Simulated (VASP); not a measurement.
# Bi in VASP: a series of runs, part 2 of 2

VASP 6.6.1.

## 5. Single point, PBEsol

This run uses another cell than the first one, of 31.28 Å³/atom.

File INCAR:

```
SYSTEM = Bi
ALGO = Fast ; EDIFF = 1E-6
ENCUT = 520 ; GGA = PS
ISIF = 2 ; ISMEAR = -1
LASPH = .TRUE. ; LCHARG = .FALSE.
LREAL = .FALSE. ; LWAVE = .FALSE.
NBANDS = 22 ; NELM = 100
PREC = Accurate ; SIGMA = 0.05
```

File KPOINTS:

```
k-points
0
G
  8 8 4
  0 0 0
```

File POSCAR:

```
Bi
1.0
    3.2831066280      0.0000000000      0.0214201430
    0.0000000000      3.2118600204      0.0000000000
   -0.0389432601      0.0000000000      5.9324055567
Bi
2
Direct
    0.6901376225      0.0000000000      0.7500022133
    0.3098623775      0.0000000000      0.2499977867
```

Potentials or basis: VASP PAW PBE potentials, release 64 (Bi_d).

Started as:

```sh
$ cat potpaw_PBE.64/Bi_d/POTCAR > POTCAR
$ mpirun -np 1 vasp_std > vasp.out
```

OUTCAR:

```text
SYSTEM = Bi
   EDIFF = 1E-6
   ENCUT = 520
   GGA = PS
   ISIF = 2
   ISMEAR = -1
   LASPH = .TRUE.
   LREAL = .FALSE.
   NELM = 100
   PREC = Accurate

 ion  position               nearest neighbor table
   1  0.690  0.000  0.750-   2 3.22   2 3.22   2 3.60   2 3.60
   2  0.310  0.000  0.250-   1 3.22   1 3.22   1 3.60   1 3.60

  LATTYP: Found a simple monoclinic cell.
 ALAT       =     3.2831765035
 B/A-ratio  =     0.9782782062
 C/A-ratio  =     1.8069492671
 COS(beta)  =    -0.0000401436

  Lattice vectors:

 A1 = (   3.2831066280,   0.0000000000,   0.0214201430)
 A2 = (   0.0000000000,   3.2118600204,   0.0000000000)
 A3 = (  -0.0389432601,   0.0000000000,   5.9324055567)

Analysis of symmetry for initial positions (statically):
=====================================================================
 Subroutine PRICEL returns:
 Original cell was already a primitive cell.

 Routine SETGRP: Setting up the symmetry group for a
 simple monoclinic supercell.

 Subroutine GETGRP returns: Found  4 space group operations
 (whereof  4 operations were pure point group operations)
 out of a pool of  4 trial point group operations.

The static configuration has the point symmetry C_2h.

Analysis of symmetry for dynamics (positions and initial velocities):
=====================================================================
 Subroutine PRICEL returns:
 Original cell was already a primitive cell.

 Routine SETGRP: Setting up the symmetry group for a
 simple monoclinic supercell.

 Subroutine GETGRP returns: Found  4 space group operations
 (whereof  4 operations were pure point group operations)
 out of a pool of  4 trial point group operations.

The dynamic configuration has the point symmetry C_2h.

 Subroutine INISYM returns: Found  4 space group operations
 (whereof  4 operations are pure point group operations),
 and found     1 'primitive' translations

----------------------------------------------------------------------------------------

                                     Primitive cell

  volume of cell :      62.5592

  direct lattice vectors                    reciprocal lattice vectors
     3.283106628  0.000000000  0.021420143     0.304576514  0.000000000  0.001999392
     0.000000000  3.211860020  0.000000000     0.000000000  0.311346072  0.000000000
    -0.038943260  0.000000000  5.932405557    -0.001099735  0.000000000  0.168558465

  length of vectors
     3.283176504  3.211860020  5.932533377     0.304583077  0.311346072  0.168562052

  position of ions in fractional coordinates (direct lattice)
     0.690137623  0.000000000  0.750002213
     0.309862377  0.000000000  0.249997787

  ion indices of the primitive-cell ions
   primitive index   ion index
                 1           1
                 2           2

----------------------------------------------------------------------------------------

 KPOINTS: k-points

Automatic generation of k-mesh.
 Grid dimensions read from file:
 generate k-points for:    8    8    4

 Generating k-lattice:

  Cartesian coordinates                     Fractional coordinates (reciprocal lattice)
     0.038072064  0.000000000  0.000249924     0.125000000  0.000000000  0.000000000
     0.000000000  0.038918259  0.000000000     0.000000000  0.125000000  0.000000000
    -0.000274934  0.000000000  0.042139616     0.000000000  0.000000000  0.250000000

  Length of vectors
     0.038072885  0.038918259  0.042140513

  Shift w.r.t. Gamma in fractional coordinates (k-lattice)
     0.000000000  0.000000000  0.000000000

 Subroutine IBZKPT returns following result:
 ===========================================

 Found     90 irreducible k-points:

 Following reciprocal coordinates:
            Coordinates               Weight
  0.000000  0.000000  0.000000      1.000000
  0.125000  0.000000  0.000000      2.000000
  0.250000  0.000000  0.000000      2.000000
  0.375000  0.000000 -0.000000      2.000000
  0.500000  0.000000  0.000000      1.000000
  0.000000  0.125000  0.000000      2.000000
[... 16 lines left out ...]
  0.250000  0.500000  0.000000      2.000000
  0.375000  0.500000 -0.000000      2.000000
 [... further k-points ...]
   k-points           NKPTS =     90   k-points in BZ     NKDIM =     90   number of bands    NBANDS=     22
   number of dos      NEDOS =    301   number of ions     NIONS =      2
   total plane-waves  NPLWV =  27648
   dimension x,y,z NGX =    24 NGY =   24 NGZ =   48
   dimension x,y,z NGXF=    48 NGYF=   48 NGZF=   96
   ions per type =               2
   NGX,Y,Z   is equivalent  to a cutoff of  12.15, 12.42, 13.45 a.u.
   NGXF,Y,Z  is equivalent  to a cutoff of  24.31, 24.84, 26.90 a.u.
 SYSTEM =  Bi
   PREC   = accura    normal or accurate (medium, high low for compatibility)
   ISTART =      0    job   : 0-new  1-cont  2-samecut
   ICHARG =      2    charge: 1-file 2-atom 10-const
   ISPIN  =      1    spin polarized calculation?
   LNONCOLLINEAR =      F non collinear calculations
   LSORBIT =      F    spin-orbit coupling
   LASPH  =      T    aspherical Exc in radial PAW
   ENCUT  =  520.0 eV  38.22 Ry    6.18 a.u.   6.10  5.97 11.03*2*pi/ulx,y,z
   NELM   =    100;   NELMIN=  2; NELMDL= -5     # of ELM steps
   EDIFF  = 0.1E-05   stopping-criterion for ELM
   LREAL  =      F    real-space projection
   EDIFFG = 0.1E-04   stopping-criterion for IOM
   NSW    =      0    number of steps for IOM
   IBRION =     -1    ionic relax: 0-MD 1-quasi-New 2-CG
   NFREE  =      0    steps in history (QN), initial steepest desc. (CG)
   ISIF   =      2    stress and relaxation
   ISYM   =      2    0-nonsym 1-usesym 2-fastsym
   POTIM  = 0.5000    time-step for ionic-motion
   TEBEG  =    0.0;   TEEND  =   0.0 temperature during run
   PSTRESS=    0.0 pullay stress
   NELECT =      30.0000    total number of electrons
   NUPDOWN=      -1.0000    fix difference up-down
   EMIN   =  10.00;   EMAX   =-10.00  energy-range for DOS
   EFERMI =   0.00;   METHOD = LEGACY
   ISMEAR =    -1;   SIGMA  =   0.05  broadening in eV -4-tet -1-fermi 0-gaus
   EFERMI_NEDOS =   21; number of points for ismear=-14 and -15
   IALGO  =     68    algorithm
   IMIX   =      4    mixing-type and parameters
     AMIX     =   0.40;   BMIX     =  1.00
     AMIX_MAG =   1.60;   BMIX_MAG =  1.00
  volume/ion in A,a.u.               =      31.28       211.09
  Fermi-wavevector in a.u.,A,eV,Ry     =   1.281401  2.421496 22.340594  1.641987
  Thomas-Fermi vector in A             =   2.413773
   LORBIT       =      0    0 simple, 1 ext, 2 COOP (PROOUT), +10 PAW based schemes
   GGA     = PS    functional components
   LHFCALC =     F    Hartree Fock is set to
   AEXX    =    0.0000 exact exchange contribution
   IVDW    =     0    specifies the selected vdW correction
   LEPSILON=     F    determine dielectric tensor
   LRPA    =     F    only Hartree local field effects (RPA)
 non-spin polarized calculation
 RMM-DIIS sequential band-by-band and
  energy-cutoff  :      520.00
  volume of cell :       62.56
 maximum number of plane-waves:      1720
   NGX = 13   NGY = 11   NGZ = 23

 number of electron      29.9999996 magnetization

 Free energy of the ion-electron system (eV)
  ---------------------------------------------------
  ext. energy  EPLUGINS =         0.00000000
  ---------------------------------------------------
  free energy    TOTEN  =        -8.54554454 eV

  energy without entropy =       -8.53935996  energy(sigma->0) =       -8.54245225

 E-fermi :   7.6973     XC(G=0): -10.3332

 val. band max:        7.6814082186   @ k =   0.2500   0.0000   0.0000
 cond. band min:       7.7944280029   @ k =   0.1250   0.3750   0.5000
 fundamental gap:      0.1130197844
 Fermi energy:         7.6972860428

 k-point     1 :       0.0000    0.0000    0.0000
  band No.  band energies     occupation
      1     -15.4237      2.00000
      2     -15.3940      2.00000
      3     -15.3070      2.00000
      4     -15.2040      2.00000
      5     -15.1924      2.00000
      6     -15.1504      2.00000
[... 14 lines left out ...]
     21      16.4292      0.00000
     22      17.3784      0.00000
[... 552 lines left out ...]
  band No.  band energies     occupation
      1     -15.2443      2.00000
      2     -15.2429      2.00000
      3     -15.2364      2.00000
      4     -15.2258      2.00000
      5     -15.1919      2.00000
      6     -15.1743      2.00000
[... 14 lines left out ...]
     21      13.1274      0.00000
     22      14.9244      0.00000

 [... further k-points ...]

------------------------ aborting loop because EDIFF is reached ----------------------------------------

  FORCE on cell =-STRESS in cart. coord.  units (eV):
  Direction    XX          YY          ZZ          XY          YZ          ZX
  --------------------------------------------------------------------------------------
  -------------------------------------------------------------------------------------
  Total        0.7398475      0.7306239      0.7354563      0.0000000      0.0000000      0.0002295
  in kB       18.9479285     18.7117078     18.8354688      0.0000000      0.0000000      0.0058770
  external PRESSURE =      18.8317017 kB  Pullay stress =       0.0000000 kB

 VOLUME and BASIS-vectors are now :
 -----------------------------------------------------------------------------
  energy-cutoff  :      520.00
  volume of cell :       62.56
      direct lattice vectors                 reciprocal lattice vectors
     3.283106628  0.000000000  0.021420143     0.304576514  0.000000000  0.001999392
     0.000000000  3.211860020  0.000000000     0.000000000  0.311346072  0.000000000
    -0.038943260  0.000000000  5.932405557    -0.001099735  0.000000000  0.168558465

 POSITION                                       TOTAL-FORCE (eV/Angst)
 -----------------------------------------------------------------------------------
      2.23659      0.00000      4.46410         0.001458      0.000000     -0.000006
      1.00758      0.00000      1.48973        -0.001458      0.000000      0.000006
 -----------------------------------------------------------------------------------
    total drift:                                0.000000     -0.000000      0.000000

  FREE ENERGIE OF THE ION-ELECTRON SYSTEM (eV)
  ---------------------------------------------------
  free  energy   TOTEN  =        -8.5455445374 eV

  energy  without entropy=       -8.5393599560  energy(sigma->0) =       -8.54245225
```

OSZICAR:

```text
N       E                     dE             d eps       ncg     rms          rms(c)
DAV:   1     0.304324717522E+03    0.30432E+03   -0.16170E+04  3984   0.170E+03
DAV:   2     0.170557198954E+02   -0.28727E+03   -0.27980E+03  4026   0.443E+02
DAV:   3    -0.768696634242E+01   -0.24743E+02   -0.24417E+02  4836   0.142E+02
DAV:   4    -0.852690217472E+01   -0.83994E+00   -0.83954E+00  4800   0.283E+01
DAV:   5    -0.855933959249E+01   -0.32437E-01   -0.32437E-01  5538   0.504E+00    0.815E-01
RMM:   6    -0.854847208008E+01    0.10868E-01   -0.18424E-02  4619   0.149E+00    0.465E-01
RMM:   7    -0.854534471299E+01    0.31274E-02   -0.14665E-02  4532   0.119E+00    0.111E-01
RMM:   8    -0.854544987968E+01   -0.10517E-03   -0.33464E-03  5443   0.613E-01    0.167E-02
RMM:   9    -0.854554025009E+01   -0.90370E-04   -0.97751E-04  6512   0.241E-01    0.205E-02
RMM:  10    -0.854555418216E+01   -0.13932E-04   -0.13435E-04  6723   0.912E-02    0.254E-02
RMM:  11    -0.854554536611E+01    0.88160E-05   -0.36237E-05  4874   0.803E-02    0.785E-03
RMM:  12    -0.854554496780E+01    0.39831E-06   -0.12976E-05  5150   0.409E-02    0.806E-03
RMM:  13    -0.854554453745E+01    0.43035E-06   -0.39625E-06  3089   0.183E-02
   1 F= -.85455445E+01 E0= -.85424522E+01  d E =-.618458E-02
```

stdout:

```text
POSCAR found type information on POSCAR Bi
 POSCAR found :  1 types and       2 ions
 scaLAPACK will be used
 -----------------------------------------------------------------------------
|                                                                             |
|                                                                             |
|     You enforced a specific xc type in the INCAR file but a different       |
|     I HOPE YOU KNOW WHAT YOU ARE DOING!                                     |
|                                                                             |
 -----------------------------------------------------------------------------

 LDA part: xc-table for (Slater+PW92), standard interpolation
 POSCAR, INCAR and KPOINTS ok, starting setup
 FFT: planning ... GRIDC
 FFT: planning ... GRID_SOFT
 FFT: planning ... GRID
 WAVECAR not read
 entering main loop
WARNING in EDDRMM: call to ZHEGV failed, returncode =   6  3     22
WARNING in EDDRMM: call to ZHEGV failed, returncode =   8  4     20
```

It took 32 s on 1 thread of Intel Xeon 6975P-C (Granite Rapids), shared host; peak memory 0.22 GiB.

Results:

```yaml
Free_energy: -8.5455 eV
Pressure: 1.9 GPa
Band_gap_on_the_k_mesh: zero (bands 15 and 16 overlap by 5.98 eV)
```

Levels at points of the mesh, in eV from the Fermi level:
```csv
k point,band 13,band 14,band 15,band 16,band 17,band 18
"(0.00, 0.00, 0.00)",-5.49,2.33,2.82,4.18,4.42,5.50
"(0.50, 0.00, 0.00)",-4.57,-3.64,-2.58,-0.43,5.27,6.34
"(0.00, 0.50, 0.00)",-5.59,-3.59,-3.02,2.55,4.28,6.29
"(0.50, 0.50, 0.00)",-3.24,-2.63,-2.33,-1.74,-0.68,1.73
"(0.00, 0.00, 0.50)",-1.49,-1.49,3.22,3.22,3.89,3.89
"(0.50, 0.00, 0.50)",-5.28,-5.28,1.18,1.18,5.62,5.63
"(0.00, 0.50, 0.50)",-4.59,-4.59,0.55,0.55,5.21,5.22
"(0.50, 0.50, 0.50)",-3.38,-3.38,-2.77,-2.77,2.78,2.78
```

Caveat: the PAW data sets were made with another functional, which shifts forces and pressure a little; spin-orbit coupling is left out, which moves the levels of the heavy elements.

## 6. Relaxation of cell and atoms, PBEsol

This run uses another cell than the first one, of 33.61 Å³/atom.

File INCAR:

```
PREC     = Accurate       # precision mode
ENCUT    = 600            # plane-wave cutoff, eV
EDIFF    = 1E-6           # SCF threshold, eV
ISMEAR   = -1             # smearing method
SIGMA    = 0.05           # smearing width, eV
LREAL    = False          # projectors in reciprocal space
LASPH    = True           # aspherical terms in the spheres
NELM     = 60             # most SCF steps
ALGO     = Fast           # electronic algorithm
ISIF     = 3              # what is computed and relaxed
LWAVE    = False          # write WAVECAR
LCHARG   = False          # write CHGCAR
GGA      = PS             # functional
IBRION   = 2              # ionic algorithm
NSW      = 60             # ionic steps
EDIFFG   = -0.01          # ionic threshold
```

File KPOINTS:

```
Automatic mesh
0
Gamma
  8 8 4
```

File POSCAR:

```
Bi
1.0
    3.2383762460      0.0000000000      0.0000000000
    0.0000000000      3.2216433200      0.0000000000
   -0.0804548793      0.0000000000      6.4438887882
Bi
2
Direct
    0.5442472500      0.0000000000      0.7495778900
    0.4557527500      0.0000000000      0.2504221100
```

Potentials or basis: VASP PAW PBE potentials, release 64 (Bi_d).

Started as:

```sh
$ cat potpaw_PBE.64/Bi_d/POTCAR > POTCAR
$ mpirun -np 1 vasp_std > vasp.out
```

Run time: 9 min. Hardware: 1 thread of Intel Xeon 6975P-C (Granite Rapids), shared host; peak memory 0.28 GiB.

It converged, with:

```yaml
Free_energy: -8.5411 eV
Relaxed_volume: 33.25 Å³/atom
Relaxed_cell: a = 3.218 Å, b = 3.236 Å, c = 6.397 Å, α = 90.00°, β = 93.31°, γ = 90.00°
Space_group_after_relaxing_to_0.1_Å: P2/m (No. 10)
Energy_gained_by_relaxing: 2.7 meV/atom
Ionic_steps: 16
Pressure_after_relaxing: 0.0 GPa
Largest_force_after_relaxing: 0.008 eV/Å
Band_gap_on_the_k_mesh: zero (bands 15 and 16 overlap by 6.18 eV)
```

Forces in eV/Å, atoms in the order of the input:
```
Bi   0.007  0.000  0.004
Bi  -0.007  0.000 -0.004
```

The path:
```csv
step,energy change (eV),largest force (eV/Å),pressure (GPa),volume (Å³)
1,0.0000,0.0126,-0.50,67.23
2,-0.0018,0.0162,0.34,66.22
3,-0.0020,0.0156,0.13,66.48
4,-0.0024,0.0131,-0.01,66.62
5,-0.0025,0.0108,-0.02,66.65
6,-0.0024,0.0137,-0.05,66.71
7,-0.0028,0.0129,-0.12,66.75
8,-0.0037,0.0118,-0.21,66.84
9,-0.0031,0.0222,-0.42,67.02
10,-0.0040,0.0158,-0.29,66.90
11,-0.0043,0.0095,-0.27,66.86
12,-0.0048,0.0100,-0.20,66.77
13,-0.0049,0.0176,-0.08,66.56
14,-0.0050,0.0150,-0.14,66.65
15,-0.0052,0.0121,-0.12,66.62
16,-0.0054,0.0082,0.00,66.51
```

Final structure:
```
CELL_PARAMETERS angstrom
3.21696 0.00000 -0.07306
0.00000 3.23640 0.00000
-0.22390 0.00000 6.39287
ATOMIC_POSITIONS crystal
Bi 0.54714 0.00000 0.74898
Bi 0.45286 0.00000 0.25102
```

Levels at points of the mesh, in eV from the Fermi level:
```csv
k point,band 12,band 13,band 14,band 15,band 16,band 17,band 18,band 19
"(0.00, 0.00, 0.00)",-11.25,-5.14,3.10,3.30,3.50,4.91,5.13,6.52
"(0.50, 0.00, 0.00)",-9.34,-5.09,-3.46,-2.84,2.36,5.11,5.63,7.13
"(0.00, 0.50, 0.00)",-9.34,-5.12,-3.26,-3.11,2.65,5.22,5.42,6.94
"(0.50, 0.50, 0.00)",-7.39,-3.22,-3.13,-1.69,-1.34,-1.07,2.69,4.90
"(0.00, 0.00, 0.50)",-12.47,-1.83,-1.73,3.88,3.93,3.98,4.29,7.51
"(0.50, 0.00, 0.50)",-10.44,-4.43,-4.33,0.08,0.47,5.39,5.64,5.91
"(0.00, 0.50, 0.50)",-10.56,-4.33,-4.28,0.14,0.26,5.45,5.46,5.83
"(0.50, 0.50, 0.50)",-8.53,-2.57,-2.47,-2.44,-2.31,2.00,2.43,3.35
```

Caveat: the PAW data sets were made with another functional, which shifts forces and pressure a little; spin-orbit coupling is left out, which moves the levels of the heavy elements.

## 7. Overview

```tsv
task	cell	cutoff (eV)	gap on the mesh (eV)	pressure (GPa)
single point	a = 3.242, b = 3.167, c = 5.836 Å, 2 atoms, atomic positions A	520	none	4.9
relaxation of cell and atoms	relaxed from a = 3.238, b = 3.222, c = 6.444 Å, angles 90.0, 90.7, 90.0°, 2 atoms, atomic positions B	600	none	0.0
single point	a = 3.246, b = 3.165, c = 5.812 Å, 2 atoms, atomic positions C	520	none	4.9
single point	a = 3.283, b = 3.212, c = 5.933 Å, 2 atoms, atomic positions D	520	none	1.9
```

Alike in all rows: level PBEsol; potentials or basis VASP PAW PBE potentials, release 64 (Bi_d); no spin polarisation; k mesh 8 × 8 × 4; smearing fermi-dirac 0.05 eV.

Caveats: the PAW data sets were made with another functional, which shifts forces and pressure a little; spin-orbit coupling is left out, which moves the levels of the heavy elements; the cell stands under pressure (at least some runs).

Total energies depend on the potentials used, so only differences within one code and one set of settings carry meaning.
